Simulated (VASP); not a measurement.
# Cu in VASP: single point with LDA

Aim: the single point of Cu with LDA.

Everything below comes from runs of VASP 6.6.1. Logs are shortened: lines on timing, memory, paths and dates and some standing lists are left out, and cuts for length are marked.

## 1. The cell of the first run

The cell holds a slab with vacuum, 12 atoms: a = 2.556 Å, b = 2.556 Å, c = 34.883 Å, α = 90.00°, β = 90.00°, γ = 90.00°.

## 2. Single point, LDA

INCAR reads:

```
PREC = Accurate ; ENCUT = 520
EDIFF = 1E-6 ; ISMEAR = 1
SIGMA = 0.2 ; LREAL = False
LASPH = True ; NELM = 120
ALGO = Normal ; ISIF = 2
LWAVE = False ; LCHARG = True
LDIPOL = True ; IDIPOL = 3
DIPOL = 0.5 0.5 0.500 ; GGA = CA
LVHAR = True ; LVACPOTAV = True
NBANDS = 78 ; GGA_COMPAT = False
NELMDL = -8 ; KPAR = 4
```

KPOINTS reads:

```
Automatic mesh
0
Gamma
  19 19 1
```

POSCAR reads:

```
Cu
1.0
    1.8075000000     -1.8075000000      0.0000000000
    1.8075000000      1.8075000000      0.0000000000
    0.0000000000      0.0000000000     34.8825000000
Cu
12
Direct
    0.0000000000      1.0000000000      0.2150075253
    0.5000000000      0.5000000000      0.2668243389
    0.0000000000      1.0000000000      0.3186411524
    0.5000000000      0.5000000000      0.3704579660
    0.0000000000      1.0000000000      0.4222747796
    0.5000000000      0.5000000000      0.4740915932
    0.0000000000      1.0000000000      0.5259084068
    0.5000000000      0.5000000000      0.5777252204
    0.0000000000      1.0000000000      0.6295420340
    0.5000000000      0.5000000000      0.6813588476
    0.0000000000      1.0000000000      0.7331756611
    0.5000000000      0.5000000000      0.7849924747
```

Potentials or basis: VASP PAW LDA potentials, release 64 (Cu).

The run is started by

```console
$ cat potpaw_LDA.64/Cu/POTCAR > POTCAR
$ mpirun -np 4 vasp_std > vasp.out
```

OUTCAR:

```text
PREC = Accurate
   ENCUT = 520
   EDIFF = 1E-6
   ISMEAR = 1
   LREAL = False
   LASPH = True
   NELM = 120
   ISIF = 2
   GGA = CA
   NELMDL = -8

 ion  position               nearest neighbor table
   1  0.000  0.000  0.215-   2 2.56   2 2.56   2 2.56   2 2.56
   2  0.500  0.500  0.267-   3 2.56   3 2.56   3 2.56   3 2.56   1 2.56   1 2.56   1 2.56   1 2.56

   3  0.000  0.000  0.319-   2 2.56   2 2.56   2 2.56   2 2.56   4 2.56   4 2.56   4 2.56   4 2.56

   4  0.500  0.500  0.370-   5 2.56   5 2.56   5 2.56   5 2.56   3 2.56   3 2.56   3 2.56   3 2.56
[... 11 lines left out ...]
  10  0.500  0.500  0.681-  11 2.56  11 2.56  11 2.56  11 2.56   9 2.56   9 2.56   9 2.56   9 2.56

  11  0.000  0.000  0.733-  10 2.56  10 2.56  10 2.56  10 2.56  12 2.56  12 2.56  12 2.56  12 2.56

  12  0.500  0.500  0.785-  11 2.56  11 2.56  11 2.56  11 2.56

  LATTYP: Found a simple tetragonal cell.
 ALAT       =     2.5561910140
 C/A-ratio  =    13.6462806610

  Lattice vectors:

 A1 = (   1.8075000000,  -1.8075000000,   0.0000000000)
 A2 = (   1.8075000000,   1.8075000000,   0.0000000000)
 A3 = (   0.0000000000,   0.0000000000,  34.8825000000)

Analysis of symmetry for initial positions (statically):
=====================================================================
 Subroutine PRICEL returns:
 Original cell was already a primitive cell.

 Routine SETGRP: Setting up the symmetry group for a
 simple tetragonal supercell.

 Subroutine GETGRP returns: Found 16 space group operations
 (whereof  8 operations were pure point group operations)
 out of a pool of 16 trial point group operations.

The static configuration has the point symmetry C_4v.
 The point group associated with its full space group is D_4h.

Analysis of symmetry for dynamics (positions and initial velocities):
=====================================================================
 Subroutine PRICEL returns:
 Original cell was already a primitive cell.

 Routine SETGRP: Setting up the symmetry group for a
 simple tetragonal supercell.

 Subroutine GETGRP returns: Found 16 space group operations
 (whereof  8 operations were pure point group operations)
 out of a pool of 16 trial point group operations.

The dynamic configuration has the point symmetry C_4v.
 The point group associated with its full space group is D_4h.

 Subroutine INISYM returns: Found 16 space group operations
 (whereof  8 operations are pure point group operations),
 and found     1 'primitive' translations

----------------------------------------------------------------------------------------

                                     Primitive cell
[... 126 lines left out ...]
   ISMEAR =     1;   SIGMA  =   0.20  broadening in eV -4-tet -1-fermi 0-gaus
   EFERMI_NEDOS =   21; number of points for ismear=-14 and -15
   IALGO  =     38    algorithm
   IMIX   =      4    mixing-type and parameters
     AMIX     =   0.40;   BMIX     =  1.00
     AMIX_MAG =   1.60;   BMIX_MAG =  1.00
  volume/ion in A,a.u.               =      18.99       128.18
  Fermi-wavevector in a.u.,A,eV,Ry     =   1.364588  2.578697 25.335397  1.862099
  Thomas-Fermi vector in A             =   2.490890
   LORBIT       =      0    0 simple, 1 ext, 2 COOP (PROOUT), +10 PAW based schemes
   GGA     = CA    functional components
   LHFCALC =     F    Hartree Fock is set to
   AEXX    =    0.0000 exact exchange contribution
   IVDW    =     0    specifies the selected vdW correction
   LEPSILON=     F    determine dielectric tensor
   LRPA    =     F    only Hartree local field effects (RPA)
 non-spin polarized calculation
 Methfessel and Paxton  Order N= 1 SIGMA  =   0.20
  energy-cutoff  :      520.00
  volume of cell :      227.93
 maximum number of plane-waves:      6181
 NGX is ok and might be reduce to    20
   NGX =  9   NGY =  9   NGZ =129

 dipolmoment           0.000000      0.000000     -0.000000 electrons x Angstroem

 number of electron     131.9999671 magnetization

 dipolmoment           0.000000      0.000000      0.000000 electrons x Angstroem

 Free energy of the ion-electron system (eV)
  ---------------------------------------------------
  ext. energy  EPLUGINS =         0.00000000
  ---------------------------------------------------
  free energy    TOTEN  =       -54.44383744 eV

  energy without entropy =      -54.43469430  energy(sigma->0) =      -54.44078973

 E-fermi :   2.7621     XC(G=0):  -8.7227

 val. band max:        2.7572154538   @ k =   0.3684   0.0000   0.0000
 cond. band min:       2.7781412628   @ k =   0.2105   0.1053   0.0000
 fundamental gap:      0.0209258090
 Fermi energy:         2.7620760483

 k-point     1 :       0.0000    0.0000    0.0000
  band No.  band energies     occupation
      1      -6.5318      2.00000
      2      -6.2886      2.00000
      3      -5.9017      2.00000
      4      -5.3788      2.00000
      5      -4.7373      2.00000
      6      -4.0125      2.00000
[... 1933 lines left out ...]
     77       8.3067      0.00000
     78       8.8252      0.00000

 [... further k-points ...]
[... 5 lines left out ...]
  --------------------------------------------------------------------------------------
  -------------------------------------------------------------------------------------
  Total      -11.9644896    -11.9644896    -10.0397424      0.0000000      0.0000000     -0.0000000
  in kB      -84.1028180    -84.1028180    -70.5730587      0.0000000      0.0000000     -0.0000000
  external PRESSURE =     -79.5928982 kB  Pullay stress =       0.0000000 kB

 VOLUME and BASIS-vectors are now :
 -----------------------------------------------------------------------------
  energy-cutoff  :      520.00
  volume of cell :      227.93
      direct lattice vectors                 reciprocal lattice vectors
     1.807500000 -1.807500000  0.000000000     0.276625173 -0.276625173  0.000000000
     1.807500000  1.807500000  0.000000000     0.276625173  0.276625173  0.000000000
     0.000000000  0.000000000 34.882500000     0.000000000  0.000000000  0.028667670

 POSITION                                       TOTAL-FORCE (eV/Angst)
 -----------------------------------------------------------------------------------
      0.00000      0.00000      7.50000         0.000000     -0.000000      0.682661
      1.80750      0.00000      9.30750         0.000000     -0.000000     -0.228903
      0.00000      0.00000     11.11500         0.000000      0.000000      0.007567
      1.80750      0.00000     12.92250        -0.000000     -0.000000      0.007384
      0.00000      0.00000     14.73000         0.000000     -0.000000      0.006227
      1.80750      0.00000     16.53750         0.000000      0.000000      0.002168
      0.00000      0.00000     18.34500        -0.000000     -0.000000     -0.002168
      1.80750      0.00000     20.15250        -0.000000     -0.000000     -0.006227
      0.00000      0.00000     21.96000         0.000000     -0.000000     -0.007384
      1.80750      0.00000     23.76750        -0.000000      0.000000     -0.007567
      0.00000      0.00000     25.57500         0.000000     -0.000000      0.228903
      1.80750      0.00000     27.38250         0.000000     -0.000000     -0.682661
 -----------------------------------------------------------------------------------
    total drift:                               -0.000000      0.000000      0.000000

  FREE ENERGIE OF THE ION-ELECTRON SYSTEM (eV)
  ---------------------------------------------------
  free  energy   TOTEN  =       -54.4438374364 eV

  energy  without entropy=      -54.4346943046  energy(sigma->0) =      -54.44078973

 vacuum level on the upper side and lower side of the slab         7.631         7.631
```

OSZICAR:

```text
N       E                     dE             d eps       ncg     rms          rms(c)
DAV:   1     0.132315220048E+04    0.13232E+04   -0.57486E+04  8626   0.270E+03
DAV:   2     0.152850841429E+03   -0.11703E+04   -0.11391E+04  8580   0.538E+02
DAV:   3    -0.544121772902E+02   -0.20726E+03   -0.19334E+03  8652   0.264E+02
[... 23 lines left out ...]
DAV:  27    -0.544438092622E+02   -0.40462E-05   -0.46373E-06  8686   0.330E-02    0.172E-03
DAV:  28    -0.544438257852E+02   -0.16523E-04   -0.12345E-06  5344   0.127E-02    0.157E-03
DAV:  29    -0.544438305378E+02   -0.47525E-05   -0.48128E-07  5262   0.129E-02    0.157E-03
DAV:  30    -0.544438364990E+02   -0.59612E-05   -0.62850E-07  5030   0.176E-02    0.101E-03
DAV:  31    -0.544438374364E+02   -0.93737E-06   -0.12036E-07  5020   0.490E-03
   1 F= -.54443837E+02 E0= -.54440790E+02  d E =-.914313E-02
```

stdout:

```text
POSCAR found type information on POSCAR Cu
 POSCAR found :  1 types and      12 ions
 scaLAPACK will be used
 LDA part: xc-table for (Slater(with rela. corr.)+CA(PZ))
 , standard interpolation
 POSCAR, INCAR and KPOINTS ok, starting setup
 FFT: planning ... GRIDC
 FFT: planning ... GRID_SOFT
 FFT: planning ... GRID
 WAVECAR not read
 entering main loop
 -----------------------------------------------------------------------------
|                                                                             |
|           W    W    AA    RRRRR   N    N  II  N    N   GGGG   !!!           |
|           W    W   A  A   R    R  NN   N  II  NN   N  G    G  !!!           |
|           W    W  A    A  R    R  N N  N  II  N N  N  G       !!!           |
|           W WW W  AAAAAA  RRRRR   N  N N  II  N  N N  G  GGG   !            |
|           WW  WW  A    A  R   R   N   NN  II  N   NN  G    G                |
|           W    W  A    A  R    R  N    N  II  N    N   GGGG   !!!           |
|                                                                             |
|     Did not find any points to average over, which means that no vacuum     |
|     field-free region was found. Please increase the size of  your cell     |
|     in the dimension of the dipole correction to obtain accurate            |
|     workfunction values.                                                    |
|                                                                             |
 -----------------------------------------------------------------------------
```

Wall time 8 min (4 MPI ranks of Intel Xeon Platinum 8559C (Emerald Rapids), shared host); peak memory 0.68 GiB.

Results:

| Quantity | Value |
| --- | --- |
| Free energy | -54.4438 eV |
| Largest force | 0.683 eV/Å |
| Band gap on the k mesh | zero (bands 66 and 67 overlap by 4.43 eV) |

Forces in eV/Å, atoms in the order of the input:
```
Cu   0.000  0.000  0.683
Cu   0.000  0.000 -0.229
Cu   0.000  0.000  0.008
Cu   0.000  0.000  0.007
Cu   0.000  0.000  0.006
Cu   0.000  0.000  0.002
Cu   0.000  0.000 -0.002
Cu   0.000  0.000 -0.006
Cu   0.000  0.000 -0.007
Cu   0.000  0.000 -0.008
Cu   0.000  0.000  0.229
Cu   0.000  0.000 -0.683
```

Levels at points of the mesh, in eV from the Fermi level:
| k point | band 64 | band 65 | band 66 | band 67 | band 68 | band 69 | band 70 | band 71 |
| --- | --- | --- | --- | --- | --- | --- | --- | --- |
| (0.00, 0.00, 0.00) | -1.55 | -1.55 | -1.53 | -1.53 | -1.50 | -1.50 | -0.93 | 0.04 |

The gap in the log of VASP goes by the Fermi energy; the results here count the filled bands.